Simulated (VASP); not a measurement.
# SnO2 (C2/m) in VASP: single point with LDA

Aim: the single point of SnO2 with LDA.

Everything below comes from runs of VASP 6.6.1. Logs are shortened: lines on timing, memory, paths and dates and some standing lists are left out, and cuts for length are marked.

## Step 1: The cell of the first run

The structure is monoclinic, space group C2/m (No. 12). The conventional cell has a = 10.928 Å, b = 3.972 Å, c = 3.972 Å, α = 90.00°, β = 111.32°, γ = 90.00°. Sn (site symmetry m) has 6 O at 2.01 to 2.08 Å within 2.7 Å. Within 2.7 Å of O (site symmetry m) lie 3 Sn at 2.04 to 2.08 Å and 2 O at 2.55 Å. Within 2.7 Å of O (site symmetry m) lie 3 Sn at 2.01 to 2.07 Å and 2 O at 2.48 to 2.61 Å.

## Step 2: Single point, LDA (atoms displaced along a vibrational mode)

The input, INCAR:

```
ALGO = Normal ; EDIFF = 1E-7
ENCUT = 520 ; GGA = CA
ISIF = 2 ; ISMEAR = 0
LASPH = T ; LCHARG = F
LREAL = F ; LWAVE = F
NBANDS = 35 ; NELM = 80
PREC = Accurate ; SIGMA = 0.05
```

The input, KPOINTS:

```
k-points
0
Gamma
  10 10 10
```

The input, POSCAR:

```
SnO2
1.0
   -1.9861130365      1.9861130365      5.0901677903
    1.9861130365     -1.9861130365      5.0901677903
    1.9861130365      1.9861130365     -5.0901677903
Sn O
2 4
Direct
    0.7686253630      0.2500000000      0.5186253630
   -0.0186253630      0.0000000000     -0.0186253630
    0.8253192343      0.7969975834      0.0283216509
    0.9246807657      0.4530024166      0.4716783491
    0.2138323106      0.2030024166      0.0108298940
    0.5361676894      0.0469975834      0.4891701060
```

Potentials or basis: VASP PAW LDA potentials, release 64 (Sn_d, O).

Launch:

```bash
> cat potpaw_LDA.64/Sn_d/POTCAR potpaw_LDA.64/O/POTCAR > POTCAR
> mpirun -np 1 vasp_std > vasp.out
```

OUTCAR:

```text
EDIFF = 1E-7
   ENCUT = 520
   GGA = CA
   ISIF = 2
   ISMEAR = 0
   LASPH = T
   LREAL = F
   NELM = 80
   PREC = Accurate

 ion  position               nearest neighbor table
   1  0.769  0.250  0.519-   5 2.01   3 2.04   3 2.04   6 2.07   5 2.07   4 2.08   2 3.14   2 3.23
                             2 3.23   2 3.32
   2  0.981  0.000  0.981-   6 2.01   4 2.04   4 2.04   5 2.07   6 2.07   3 2.08   1 3.14   1 3.23
                             1 3.23   1 3.32
   3  0.825  0.797  0.028-   1 2.04   1 2.04   2 2.08
   4  0.925  0.453  0.472-   2 2.04   2 2.04   1 2.08
   5  0.214  0.203  0.011-   1 2.01   2 2.07   1 2.07
   6  0.536  0.047  0.489-   2 2.01   1 2.07   2 2.07

  LATTYP: Found a body centered tetragonal cell.
 ALAT       =     3.9722260730
 C/A-ratio  =     2.5628792001

  Lattice vectors:

 A1 = (  -1.9861130365,   1.9861130365,   5.0901677903)
 A2 = (   1.9861130365,  -1.9861130365,   5.0901677903)
 A3 = (   1.9861130365,   1.9861130365,  -5.0901677903)

Analysis of symmetry for initial positions (statically):
=====================================================================
 Subroutine PRICEL returns:
 Original cell was already a primitive cell.

 Routine SETGRP: Setting up the symmetry group for a
 body centered tetragonal supercell.

 Subroutine GETGRP returns: Found  4 space group operations
 (whereof  2 operations were pure point group operations)
 out of a pool of 16 trial point group operations.

The static configuration has the point symmetry C_1h.
 The point group associated with its full space group is C_2h.

Analysis of symmetry for dynamics (positions and initial velocities):
=====================================================================
 Subroutine PRICEL returns:
 Original cell was already a primitive cell.

 Routine SETGRP: Setting up the symmetry group for a
 body centered tetragonal supercell.

 Subroutine GETGRP returns: Found  4 space group operations
 (whereof  2 operations were pure point group operations)
 out of a pool of 16 trial point group operations.

The dynamic configuration has the point symmetry C_1h.
 The point group associated with its full space group is C_2h.

 Subroutine INISYM returns: Found  4 space group operations
 (whereof  2 operations are pure point group operations),
 and found     1 'primitive' translations

----------------------------------------------------------------------------------------

                                     Primitive cell

  volume of cell :      80.3156

  direct lattice vectors                    reciprocal lattice vectors
    -1.986113036  1.986113036  5.090167790     0.000000000  0.251748008  0.098228589
     1.986113036 -1.986113036  5.090167790     0.251748008  0.000000000  0.098228589
     1.986113036  1.986113036 -5.090167790     0.251748008  0.251748008  0.000000000

  length of vectors
     5.813699177  5.813699177  5.813699177     0.270233075  0.270233075  0.356025447

  position of ions in fractional coordinates (direct lattice)
     0.768625363  0.250000000  0.518625363
     0.981374637  0.000000000  0.981374637
     0.825319234  0.796997583  0.028321651
     0.924680766  0.453002417  0.471678349
     0.213832311  0.203002417  0.010829894
     0.536167689  0.046997583  0.489170106

  ion indices of the primitive-cell ions
   primitive index   ion index
                 1           1
                 2           2
                 3           3
                 4           4
                 5           5
                 6           6

----------------------------------------------------------------------------------------

 KPOINTS: k-points

Automatic generation of k-mesh.
 Grid dimensions read from file:
 generate k-points for:   10   10   10

 Generating k-lattice:

  Cartesian coordinates                     Fractional coordinates (reciprocal lattice)
     0.000000000  0.025174801  0.009822859     0.100000000  0.000000000  0.000000000
     0.025174801  0.000000000  0.009822859     0.000000000  0.100000000  0.000000000
     0.025174801  0.025174801  0.000000000     0.000000000  0.000000000  0.100000000

  Length of vectors
     0.027023308  0.027023308  0.035602545

  Shift w.r.t. Gamma in fractional coordinates (k-lattice)
     0.000000000  0.000000000  0.000000000

 Subroutine IBZKPT returns following result:
 ===========================================

 Found    282 irreducible k-points:

 Following reciprocal coordinates:
            Coordinates               Weight
  0.000000  0.000000  0.000000      1.000000
  0.100000 -0.000000  0.000000      2.000000
 -0.000000  0.100000  0.000000      4.000000
 -0.000000  0.100000 -0.100000      2.000000
  0.200000 -0.000000  0.000000      2.000000
 -0.000000  0.200000  0.000000      4.000000
[... 16 lines left out ...]
  0.300000  0.100000  0.000000      4.000000
 -0.000000  0.400000 -0.100000      4.000000
 [... further k-points ...]
   k-points           NKPTS =    282   k-points in BZ     NKDIM =    282   number of bands    NBANDS=     35
   number of dos      NEDOS =    301   number of ions     NIONS =      6
   total plane-waves  NPLWV = 110592
   dimension x,y,z NGX =    48 NGY =   48 NGZ =   48
   dimension x,y,z NGXF=    96 NGYF=   96 NGZF=   96
   ions per type =               2   4
   NGX,Y,Z   is equivalent  to a cutoff of  13.73, 13.73, 13.73 a.u.
   NGXF,Y,Z  is equivalent  to a cutoff of  27.45, 27.45, 27.45 a.u.
 SYSTEM =  unknown system
   PREC   = accura    normal or accurate (medium, high low for compatibility)
   ISTART =      0    job   : 0-new  1-cont  2-samecut
   ICHARG =      2    charge: 1-file 2-atom 10-const
   ISPIN  =      1    spin polarized calculation?
   LNONCOLLINEAR =      F non collinear calculations
   LSORBIT =      F    spin-orbit coupling
   LASPH  =      T    aspherical Exc in radial PAW
   ENCUT  =  520.0 eV  38.22 Ry    6.18 a.u.  10.81 10.81 10.81*2*pi/ulx,y,z
   NELM   =     80;   NELMIN=  2; NELMDL= -5     # of ELM steps
   EDIFF  = 0.1E-06   stopping-criterion for ELM
   LREAL  =      F    real-space projection
   EDIFFG = 0.1E-05   stopping-criterion for IOM
   NSW    =      0    number of steps for IOM
   IBRION =     -1    ionic relax: 0-MD 1-quasi-New 2-CG
   NFREE  =      0    steps in history (QN), initial steepest desc. (CG)
   ISIF   =      2    stress and relaxation
   ISYM   =      2    0-nonsym 1-usesym 2-fastsym
   POTIM  = 0.5000    time-step for ionic-motion
   TEBEG  =    0.0;   TEEND  =   0.0 temperature during run
   PSTRESS=    0.0 pullay stress
   NELECT =      52.0000    total number of electrons
   NUPDOWN=      -1.0000    fix difference up-down
   EMIN   =  10.00;   EMAX   =-10.00  energy-range for DOS
   EFERMI =   0.00;   METHOD = LEGACY
   ISMEAR =     0;   SIGMA  =   0.05  broadening in eV -4-tet -1-fermi 0-gaus
   EFERMI_NEDOS =   21; number of points for ismear=-14 and -15
   IALGO  =     38    algorithm
   IMIX   =      4    mixing-type and parameters
     AMIX     =   0.40;   BMIX     =  1.00
     AMIX_MAG =   1.60;   BMIX_MAG =  1.00
  volume/ion in A,a.u.               =      13.39        90.33
  Fermi-wavevector in a.u.,A,eV,Ry     =   1.416259  2.676341 27.290414  2.005789
  Thomas-Fermi vector in A             =   2.537612
   LORBIT       =      0    0 simple, 1 ext, 2 COOP (PROOUT), +10 PAW based schemes
   GGA     = CA    functional components
   LHFCALC =     F    Hartree Fock is set to
   AEXX    =    0.0000 exact exchange contribution
   IVDW    =     0    specifies the selected vdW correction
   LEPSILON=     F    determine dielectric tensor
   LRPA    =     F    only Hartree local field effects (RPA)
 non-spin polarized calculation
 Gauss-broadening in eV      SIGMA  =   0.05
  energy-cutoff  :      520.00
  volume of cell :       80.32
 maximum number of plane-waves:      2202
 NGX is ok and might be reduce to    48
   NGX = 21   NGY = 21   NGZ = 21

 number of electron      52.0000002 magnetization

 Free energy of the ion-electron system (eV)
  ---------------------------------------------------
  ext. energy  EPLUGINS =         0.00000000
  ---------------------------------------------------
  free energy    TOTEN  =       -41.66297625 eV

  energy without entropy =      -41.66297625  energy(sigma->0) =      -41.66297625

 E-fermi :   4.2318     XC(G=0): -10.9725

 val. band max:        4.0080573092   @ k =   0.3000   0.3000   0.2000
 cond. band min:       5.6800079150   @ k =   0.0000   0.0000   0.0000
 fundamental gap:      1.6719506058
 Fermi energy:         4.2318318564

 k-point     1 :       0.0000    0.0000    0.0000
  band No.  band energies     occupation
      1     -16.3402      2.00000
      2     -16.3297      2.00000
      3     -16.1946      2.00000
      4     -15.6276      2.00000
      5     -15.4914      2.00000
      6     -15.4840      2.00000
[... 27 lines left out ...]
     34      16.2723      0.00000
     35      16.3149      0.00000

 k-point     2 :       0.1000   -0.0000    0.0000
  band No.  band energies     occupation
      1     -16.3639      2.00000
      2     -16.2691      2.00000
      3     -16.1792      2.00000
      4     -15.6345      2.00000
      5     -15.4932      2.00000
      6     -15.4826      2.00000
[... 27 lines left out ...]
     34      15.9232      0.00000
     35      16.1307      0.00000

 k-point     3 :      -0.0000    0.1000    0.0000
  band No.  band energies     occupation
      1     -16.3679      2.00000
      2     -16.2694      2.00000
      3     -16.1783      2.00000
      4     -15.6310      2.00000
      5     -15.4897      2.00000
      6     -15.4866      2.00000
[... 27 lines left out ...]
     34      15.8740      0.00000
     35      16.1504      0.00000
[... 723 lines left out ...]
 k-point    23 :       0.3000    0.1000    0.0000
  band No.  band energies     occupation
      1     -16.3496      2.00000
      2     -16.1408      2.00000
      3     -15.9659      2.00000
      4     -15.6488      2.00000
      5     -15.5192      2.00000
      6     -15.4699      2.00000
[... 27 lines left out ...]
     34      15.4751      0.00000
     35      16.0277      0.00000

 k-point    24 :      -0.0000    0.4000   -0.1000
  band No.  band energies     occupation
      1     -16.3666      2.00000
      2     -16.1751      2.00000
      3     -15.9526      2.00000
      4     -15.5929      2.00000
      5     -15.5178      2.00000
      6     -15.4798      2.00000
[... 27 lines left out ...]
     34      15.5515      0.00000
     35      16.0422      0.00000

 [... further k-points ...]

------------------------ aborting loop because EDIFF is reached ----------------------------------------

  FORCE on cell =-STRESS in cart. coord.  units (eV):
  Direction    XX          YY          ZZ          XY          YZ          ZX
  --------------------------------------------------------------------------------------
  -------------------------------------------------------------------------------------
  Total        0.2522138      0.5642656      0.3341473      0.0000000     -2.1172569      0.0000000
  in kB        5.0312913     11.2562615      6.6657418      0.0000000    -42.2361315      0.0000000
  external PRESSURE =       7.6510982 kB  Pullay stress =       0.0000000 kB

 VOLUME and BASIS-vectors are now :
 -----------------------------------------------------------------------------
  energy-cutoff  :      520.00
  volume of cell :       80.32
      direct lattice vectors                 reciprocal lattice vectors
    -1.986113036  1.986113036  5.090167790     0.000000000  0.251748008  0.098228589
     1.986113036 -1.986113036  5.090167790     0.251748008  0.000000000  0.098228589
     1.986113036  1.986113036 -5.090167790     0.251748008  0.251748008  0.000000000

 POSITION                                       TOTAL-FORCE (eV/Angst)
 -----------------------------------------------------------------------------------
      0.00000      2.06010      2.54508         0.000000     -0.737280      0.114600
      0.00000      3.89824      0.00000         0.000000      0.737280     -0.114600
     -0.00000      0.11250      8.11370         0.000000     -0.152919      0.065835
      0.00000      1.87361      4.61172         0.000000      0.152919     -0.065835
     -0.00000      0.04302      2.06663         0.000000     -0.031188      0.003335
      0.00000      1.94309      0.47845        -0.000000      0.031188     -0.003335
 -----------------------------------------------------------------------------------
    total drift:                               -0.000000     -0.000000      0.000000

  FREE ENERGIE OF THE ION-ELECTRON SYSTEM (eV)
  ---------------------------------------------------
  free  energy   TOTEN  =       -41.6629762541 eV

  energy  without entropy=      -41.6629762541  energy(sigma->0) =      -41.66297625
```

It took 9.9 min on 1 thread of Intel Xeon Platinum 8559C (Emerald Rapids), shared host; peak memory 0.7 GiB.

Results:

```
Free energy            : -41.6630 eV
Pressure               : 0.8 GPa
Largest force          : 0.746 eV/Å
Band gap on the k mesh : 1.67 eV (least direct gap 2.11 eV)
```

Forces on the atoms (eV/Å):
```
Sn   0.000 -0.737  0.115
Sn   0.000  0.737 -0.115
O    0.000 -0.153  0.066
O    0.000  0.153 -0.066
O    0.000 -0.031  0.003
O    0.000  0.031 -0.003
```

Caveat: the cell differs from its parent crystal (atoms displaced along a vibrational mode); spin-orbit coupling is left out, which moves the levels of the heavy elements. A k mesh can miss the band edges.
